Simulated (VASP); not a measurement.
# Ru (P6_3/mmc) in VASP: notebook

The runs below take Ru through single point, with PBE.

Program: VASP 6.6.1. These are calculated values, not measurements. Logs are shortened: lines on timing, memory, paths and dates and some standing lists are left out, and cuts for length are marked.

### Step 1. The cell of the first run

The structure is hexagonal, space group P6_3/mmc (No. 194). The conventional cell has a = 2.722 Å, b = 2.722 Å, c = 4.290 Å, α = 90.00°, β = 90.00°, γ = 120.00°. Within 3.5 Å of Ru (site symmetry -6m2) lie 12 Ru at 2.66 to 2.72 Å.

### Step 2. Single point, PBE

File INCAR:

```
SYSTEM = Ru
ALGO = Normal ; EDIFF = 1E-7
ENCUT = 520 ; GGA = PE
ISIF = 2 ; ISMEAR = -1
LASPH = .TRUE. ; LCHARG = .FALSE.
LREAL = .FALSE. ; LWAVE = .FALSE.
NBANDS = 21 ; NELM = 60
PREC = Accurate ; SIGMA = 0.05
```

File KPOINTS:

```
k-points
0
G
  17 17 9
  0 0 0
```

File POSCAR:

```
Ru
1.0
    2.7223671886      0.0000000000      0.0000000000
   -1.3611835943      2.3576391437      0.0000000000
    0.0000000000      0.0000000000      4.2904071792
Ru
2
Direct
    0.3333333333      0.6666666667      0.2500000000
    0.6666666667      0.3333333333      0.7500000000
```

Potentials or basis: VASP PAW PBE potentials, release 64 (Ru_pv).

The run is started by

```
$ cat potpaw_PBE.64/Ru_pv/POTCAR > POTCAR
$ mpirun -np 1 vasp_std > vasp.out
```

OUTCAR:

```text
SYSTEM = Ru
   EDIFF = 1E-7
   ENCUT = 520
   GGA = PE
   ISIF = 2
   ISMEAR = -1
   LASPH = .TRUE.
   LREAL = .FALSE.
   NELM = 60
   PREC = Accurate

 ion  position               nearest neighbor table
   1  0.333  0.667  0.250-   2 2.66   2 2.66   2 2.66   2 2.66   2 2.66   2 2.66
   2  0.667  0.333  0.750-   1 2.66   1 2.66   1 2.66   1 2.66   1 2.66   1 2.66

  LATTYP: Found a hexagonal cell.
 ALAT       =     2.7223671886
 C/A-ratio  =     1.5759840176

  Lattice vectors:

 A1 = (   2.7223671886,   0.0000000000,   0.0000000000)
 A2 = (  -1.3611835943,   2.3576391437,   0.0000000000)
 A3 = (   0.0000000000,   0.0000000000,   4.2904071792)

Analysis of symmetry for initial positions (statically):
=====================================================================
 Subroutine PRICEL returns:
 Original cell was already a primitive cell.

 Routine SETGRP: Setting up the symmetry group for a
 hexagonal supercell.

 Subroutine GETGRP returns: Found 24 space group operations
 (whereof 12 operations were pure point group operations)
 out of a pool of 24 trial point group operations.

The static configuration has the point symmetry D_3d.
 The point group associated with its full space group is D_6h.

Analysis of symmetry for dynamics (positions and initial velocities):
=====================================================================
 Subroutine PRICEL returns:
 Original cell was already a primitive cell.

 Routine SETGRP: Setting up the symmetry group for a
 hexagonal supercell.

 Subroutine GETGRP returns: Found 24 space group operations
 (whereof 12 operations were pure point group operations)
 out of a pool of 24 trial point group operations.

The dynamic configuration has the point symmetry D_3d.
 The point group associated with its full space group is D_6h.

 Subroutine INISYM returns: Found 24 space group operations
 (whereof 12 operations are pure point group operations),
 and found     1 'primitive' translations

----------------------------------------------------------------------------------------

                                     Primitive cell

  volume of cell :      27.5374

  direct lattice vectors                    reciprocal lattice vectors
     2.722367189  0.000000000  0.000000000     0.367327378  0.212076560  0.000000000
    -1.361183594  2.357639144  0.000000000     0.000000000  0.424153121  0.000000000
     0.000000000  0.000000000  4.290407179     0.000000000  0.000000000  0.233078111

  length of vectors
     2.722367189  2.722367189  4.290407179     0.424153121  0.424153121  0.233078111

  position of ions in fractional coordinates (direct lattice)
     0.333333333  0.666666667  0.250000000
     0.666666667  0.333333333  0.750000000

  ion indices of the primitive-cell ions
   primitive index   ion index
                 1           1
                 2           2

----------------------------------------------------------------------------------------

 KPOINTS: k-points

Automatic generation of k-mesh.
 Grid dimensions read from file:
 generate k-points for:   17   17    9

 Generating k-lattice:

  Cartesian coordinates                     Fractional coordinates (reciprocal lattice)
     0.021607493  0.012475092  0.000000000     0.058823529 -0.000000000  0.000000000
     0.000000000  0.024950184  0.000000000     0.000000000  0.058823529  0.000000000
     0.000000000  0.000000000  0.025897568     0.000000000  0.000000000  0.111111111

  Length of vectors
     0.024950184  0.024950184  0.025897568

  Shift w.r.t. Gamma in fractional coordinates (k-lattice)
     0.000000000  0.000000000  0.000000000

 Subroutine IBZKPT returns following result:
 ===========================================

 Found    165 irreducible k-points:

 Following reciprocal coordinates:
            Coordinates               Weight
  0.000000  0.000000  0.000000      1.000000
  0.058824  0.000000  0.000000      6.000000
  0.117647  0.000000  0.000000      6.000000
  0.176471  0.000000  0.000000      6.000000
  0.235294  0.000000  0.000000      6.000000
  0.294118  0.000000  0.000000      6.000000
[... 16 lines left out ...]
  0.411765  0.117647  0.000000     12.000000
  0.176471  0.176471  0.000000      6.000000
 [... further k-points ...]
   k-points           NKPTS =    165   k-points in BZ     NKDIM =    165   number of bands    NBANDS=     21
   number of dos      NEDOS =    301   number of ions     NIONS =      2
   total plane-waves  NPLWV =  12800
   dimension x,y,z NGX =    20 NGY =   20 NGZ =   32
   dimension x,y,z NGXF=    40 NGYF=   40 NGZF=   64
   ions per type =               2
   NGX,Y,Z   is equivalent  to a cutoff of  12.21, 12.21, 12.40 a.u.
   NGXF,Y,Z  is equivalent  to a cutoff of  24.43, 24.43, 24.80 a.u.
 SYSTEM =  Ru
   PREC   = accura    normal or accurate (medium, high low for compatibility)
   ISTART =      0    job   : 0-new  1-cont  2-samecut
   ICHARG =      2    charge: 1-file 2-atom 10-const
   ISPIN  =      1    spin polarized calculation?
   LNONCOLLINEAR =      F non collinear calculations
   LSORBIT =      F    spin-orbit coupling
   LASPH  =      T    aspherical Exc in radial PAW
   ENCUT  =  520.0 eV  38.22 Ry    6.18 a.u.   5.06  5.06  7.98*2*pi/ulx,y,z
   NELM   =     60;   NELMIN=  2; NELMDL= -5     # of ELM steps
   EDIFF  = 0.1E-06   stopping-criterion for ELM
   LREAL  =      F    real-space projection
   EDIFFG = 0.1E-05   stopping-criterion for IOM
   NSW    =      0    number of steps for IOM
   IBRION =     -1    ionic relax: 0-MD 1-quasi-New 2-CG
   NFREE  =      0    steps in history (QN), initial steepest desc. (CG)
   ISIF   =      2    stress and relaxation
   ISYM   =      2    0-nonsym 1-usesym 2-fastsym
   POTIM  = 0.5000    time-step for ionic-motion
   TEBEG  =    0.0;   TEEND  =   0.0 temperature during run
   PSTRESS=    0.0 pullay stress
   NELECT =      28.0000    total number of electrons
   NUPDOWN=      -1.0000    fix difference up-down
   EMIN   =  10.00;   EMAX   =-10.00  energy-range for DOS
   EFERMI =   0.00;   METHOD = LEGACY
   ISMEAR =    -1;   SIGMA  =   0.05  broadening in eV -4-tet -1-fermi 0-gaus
   EFERMI_NEDOS =   21; number of points for ismear=-14 and -15
   IALGO  =     38    algorithm
   IMIX   =      4    mixing-type and parameters
     AMIX     =   0.40;   BMIX     =  1.00
     AMIX_MAG =   1.60;   BMIX_MAG =  1.00
  volume/ion in A,a.u.               =      13.77        92.92
  Fermi-wavevector in a.u.,A,eV,Ry     =   1.646215  3.110896 36.872130  2.710025
  Thomas-Fermi vector in A             =   2.735881
   LORBIT       =      0    0 simple, 1 ext, 2 COOP (PROOUT), +10 PAW based schemes
   GGA     = PE    functional components
   LHFCALC =     F    Hartree Fock is set to
   AEXX    =    0.0000 exact exchange contribution
   IVDW    =     0    specifies the selected vdW correction
   LEPSILON=     F    determine dielectric tensor
   LRPA    =     F    only Hartree local field effects (RPA)
 non-spin polarized calculation
  energy-cutoff  :      520.00
  volume of cell :       27.54
 maximum number of plane-waves:       756
   NGX = 11   NGY = 11   NGZ = 15

 number of electron      28.0000012 magnetization

 Free energy of the ion-electron system (eV)
  ---------------------------------------------------
  ext. energy  EPLUGINS =         0.00000000
  ---------------------------------------------------
  free energy    TOTEN  =       -18.47279890 eV

  energy without entropy =      -18.45739143  energy(sigma->0) =      -18.46509517

 E-fermi :  12.5966     XC(G=0): -14.0335

 val. band max:       12.5927522433   @ k =   0.4118   0.0588   0.3333
 cond. band min:      12.5968738193   @ k =   0.2941   0.0000   0.1111
 fundamental gap:      0.0041215760
 Fermi energy:        12.5965665287

 k-point     1 :       0.0000    0.0000    0.0000
  band No.  band energies     occupation
      1     -31.0189      2.00000
      2     -30.1317      2.00000
      3     -30.1317      2.00000
      4     -29.9654      2.00000
      5     -29.9654      2.00000
      6     -29.9181      2.00000
[... 13 lines left out ...]
     20      23.0118      0.00000
     21      23.0270      0.00000

 k-point     2 :       0.0588    0.0000    0.0000
  band No.  band energies     occupation
      1     -31.0076      2.00000
      2     -30.1554      2.00000
      3     -30.1398      2.00000
      4     -29.9902      2.00000
      5     -29.9685      2.00000
      6     -29.9235      2.00000
[... 13 lines left out ...]
     20      23.0119      0.00000
     21      23.0258      0.00000

 k-point     3 :       0.1176    0.0000    0.0000
  band No.  band energies     occupation
      1     -30.9745      2.00000
      2     -30.2232      2.00000
      3     -30.1626      2.00000
      4     -30.0605      2.00000
      5     -29.9780      2.00000
      6     -29.9396      2.00000
[... 13 lines left out ...]
     20      23.0118      0.00000
     21      23.0231      0.00000

 k-point     4 :       0.1765    0.0000    0.0000
  band No.  band energies     occupation
      1     -30.9217      2.00000
      2     -30.3261      2.00000
      3     -30.1962      2.00000
      4     -30.1651      2.00000
      5     -29.9932      2.00000
      6     -29.9664      2.00000
[... 13 lines left out ...]
     20      23.0118      0.00000
     21      23.0200      0.00000

 k-point     5 :       0.2353    0.0000    0.0000
  band No.  band energies     occupation
      1     -30.8530      2.00000
      2     -30.4503      2.00000
      3     -30.2880      2.00000
      4     -30.2354      2.00000
      5     -30.0125      2.00000
      6     -30.0037      2.00000
[... 13 lines left out ...]
     20      23.0118      0.00000
     21      23.0176      0.00000

 k-point     6 :       0.2941    0.0000    0.0000
  band No.  band energies     occupation
      1     -30.7737      2.00000
      2     -30.5788      2.00000
      3     -30.4119      2.00000
      4     -30.2750      2.00000
      5     -30.0506      2.00000
      6     -30.0333      2.00000
[... 13 lines left out ...]
     20      23.0116      0.00000
     21      23.0152      0.00000

 k-point     7 :       0.3529    0.0000    0.0000
  band No.  band energies     occupation
      1     -30.6943      2.00000
      2     -30.6907      2.00000
      3     -30.5206      2.00000
      4     -30.3097      2.00000
      5     -30.1042      2.00000
      6     -30.0526      2.00000
[... 13 lines left out ...]
     20      23.0066      0.00000
     21      23.0118      0.00000
[... 291 lines left out ...]
      1     -30.7473      2.00000
      2     -30.5704      2.00000
      3     -30.4722      2.00000
      4     -30.2720      2.00000
      5     -30.0820      2.00000
      6     -30.0669      2.00000
[... 13 lines left out ...]
     20      23.0115      0.00000
     21      23.0160      0.00000

 k-point    21 :       0.2941    0.1176    0.0000
  band No.  band energies     occupation
      1     -30.6776      2.00000
      2     -30.6658      2.00000
      3     -30.5417      2.00000
      4     -30.3298      2.00000
      5     -30.1210      2.00000
      6     -30.1076      2.00000
[... 13 lines left out ...]
     20      23.0049      0.00000
     21      23.0118      0.00000

 k-point    22 :       0.3529    0.1176    0.0000
  band No.  band energies     occupation
      1     -30.7582      2.00000
      2     -30.5928      2.00000
      3     -30.5902      2.00000
      4     -30.3734      2.00000
      5     -30.1760      2.00000
      6     -30.1265      2.00000
[... 13 lines left out ...]
     20      23.0113      0.00000
     21      23.4240      0.00000

 k-point    23 :       0.4118    0.1176    0.0000
  band No.  band energies     occupation
      1     -30.8012      2.00000
      2     -30.6201      2.00000
      3     -30.5391      2.00000
      4     -30.3966      2.00000
      5     -30.2159      2.00000
      6     -30.1366      2.00000
[... 13 lines left out ...]
     20      23.0107      0.00000
     21      23.8463      0.00000

 k-point    24 :       0.1765    0.1765    0.0000
  band No.  band energies     occupation
      1     -30.7547      2.00000
      2     -30.5157      2.00000
      3     -30.5038      2.00000
      4     -30.2529      2.00000
      5     -30.0994      2.00000
      6     -30.0622      2.00000
[... 13 lines left out ...]
     20      23.0116      0.00000
     21      23.0171      0.00000

 [... further k-points ...]

------------------------ aborting loop because EDIFF is reached ----------------------------------------

  FORCE on cell =-STRESS in cart. coord.  units (eV):
  Direction    XX          YY          ZZ          XY          YZ          ZX
  --------------------------------------------------------------------------------------
  -------------------------------------------------------------------------------------
  Total       -0.0152368     -0.0152368     -0.0117313      0.0000000      0.0000000      0.0000000
  in kB       -0.8865083     -0.8865083     -0.6825481      0.0000000      0.0000000      0.0000000
  external PRESSURE =      -0.8185216 kB  Pullay stress =       0.0000000 kB

 VOLUME and BASIS-vectors are now :
 -----------------------------------------------------------------------------
  energy-cutoff  :      520.00
  volume of cell :       27.54
      direct lattice vectors                 reciprocal lattice vectors
     2.722367189  0.000000000  0.000000000     0.367327378  0.212076560  0.000000000
    -1.361183594  2.357639144  0.000000000     0.000000000  0.424153121  0.000000000
     0.000000000  0.000000000  4.290407179     0.000000000  0.000000000  0.233078111

 POSITION                                       TOTAL-FORCE (eV/Angst)
 -----------------------------------------------------------------------------------
     -0.00000      1.57176      1.07260        -0.000000      0.000000      0.000000
      1.36118      0.78588      3.21781         0.000000     -0.000000      0.000000
 -----------------------------------------------------------------------------------
    total drift:                               -0.000000      0.000000     -0.000000

  FREE ENERGIE OF THE ION-ELECTRON SYSTEM (eV)
  ---------------------------------------------------
  free  energy   TOTEN  =       -18.4727989022 eV

  energy  without entropy=      -18.4573914316  energy(sigma->0) =      -18.46509517
```

Run time: 42 s. Hardware: 1 thread of Intel Xeon Platinum 8488C (Sapphire Rapids), shared host; peak memory 0.19 GiB.

Results:

```
Free energy            : -18.4728 eV
Pressure               : -0.1 GPa
Band gap on the k mesh : zero (bands 14 and 15 overlap by 3.07 eV)
```

### Step 3. Single point, PBE

File INCAR:

```
PREC = Accurate
ENCUT = 520
EDIFF = 1E-6
ISMEAR = -1
SIGMA = 0.05
LREAL = False
LASPH = True
NELM = 100
ALGO = Normal
ISIF = 2
LWAVE = False
LCHARG = False
GGA = PE
NBANDS = 21
```

File KPOINTS:

```
regular mesh
0
Gamma
  17 17 10
```

File POSCAR:

```
Ru
1.0
    2.7210167772      0.0000000000      0.0000000000
   -1.3605083886      2.3564696532      0.0000000000
    0.0000000000      0.0000000000      4.2948676807
Ru
2
Direct
    0.3333333333      0.6666666667      0.2500000000
    0.6666666667      0.3333333333      0.7500000000
```

Potentials or basis: VASP PAW PBE potentials, release 64 (Ru_pv).

The run is started by

```
$ cat potpaw_PBE.64/Ru_pv/POTCAR > POTCAR
$ mpirun -np 1 vasp_std > vasp.out
```

Run time: 47 s. Hardware: 1 thread of Intel Xeon Platinum 8488C (Sapphire Rapids), shared host; peak memory 0.2 GiB.

It converged, with:

```yaml
Free_energy: -18.4707 eV
Pressure: -0.1 GPa
Band_gap_on_the_k_mesh: zero (bands 14 and 15 overlap by 2.98 eV)
```

Levels at points of the mesh, in eV from the Fermi level:
| k point | band 10 | band 11 | band 12 | band 13 | band 14 | band 15 | band 16 | band 17 | band 18 | band 19 |
| --- | --- | --- | --- | --- | --- | --- | --- | --- | --- | --- |
| (0.00, 0.00, 0.00) | -2.56 | -2.36 | -1.89 | -1.89 | -1.40 | -1.40 | 1.14 | 1.14 | 1.29 | 10.15 |
| (0.00, 0.00, 0.50) | -2.73 | -2.73 | -2.73 | -2.67 | -2.67 | 0.51 | 0.51 | 0.51 | 0.51 | 10.41 |
